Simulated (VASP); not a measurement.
Here is a VASP 6.6.1 calculation.

The input INCAR:

```
  PREC = Accurate
  ENCUT = 520
  EDIFF = 1E-6
  ISMEAR = 0
  SIGMA = 0.05
  LREAL = False
  LASPH = True
  NELM = 80
  ALGO = Normal
  ISIF = 2
  LWAVE = False
  LCHARG = True
  LDIPOL = True
  IDIPOL = 3
  DIPOL = 0.5 0.5 0.500
  GGA = PE
  LELF = True
  LVHAR = True
  LVACPOTAV = True
  NBANDS = 50
```

File KPOINTS:

```
Automatic mesh
0
Gamma
  9 9 1
```

File POSCAR:

```
SnSe
1.0
    4.2862137869      0.0000000000      0.0000000000
   -2.1431068935      3.7119700255      0.0000000000
    0.0000000000      0.0000000000     27.2488761576
Se Sn
4 4
Direct
    0.3333333333      0.6666666667      0.2679182305
    0.0000000000      0.0000000000      0.4054172220
    0.6666666667      0.3333333333      0.5433193956
    0.3333333333      0.6666666667      0.6808288753
    0.6666666667      0.3333333333      0.3179081947
    0.3333333333      0.6666666667      0.4570496451
    0.0000000000      0.0000000000      0.5951427538
    0.6666666667      0.3333333333      0.7324156831
```

Potentials or basis: VASP PAW PBE potentials, release 64 (Se, Sn_d).

The run is started by

```sh
$ cat potpaw_PBE.64/Se/POTCAR potpaw_PBE.64/Sn_d/POTCAR > POTCAR
$ mpirun -np 1 vasp_std > vasp.out
```

Task: Estimate the band gap on the k mesh.

Result: Zero (band 40 reaches 0.61 eV, above the bottom of band 41 at 0.38 eV).

Task: Estimate the largest force.

Result: 0.023 eV/Å.

Forces in eV/Å, atoms in the order of the input:
```
Se   0.000  0.000 -0.015
Se   0.000  0.000 -0.019
Se   0.000  0.000 -0.010
Se   0.000  0.000 -0.011
Sn   0.000  0.000  0.017
Sn   0.000  0.000  0.023
Sn   0.000  0.000  0.008
Sn   0.000  0.000  0.009
```

Caveat: spin-orbit coupling is left out, which moves the levels of the heavy elements.
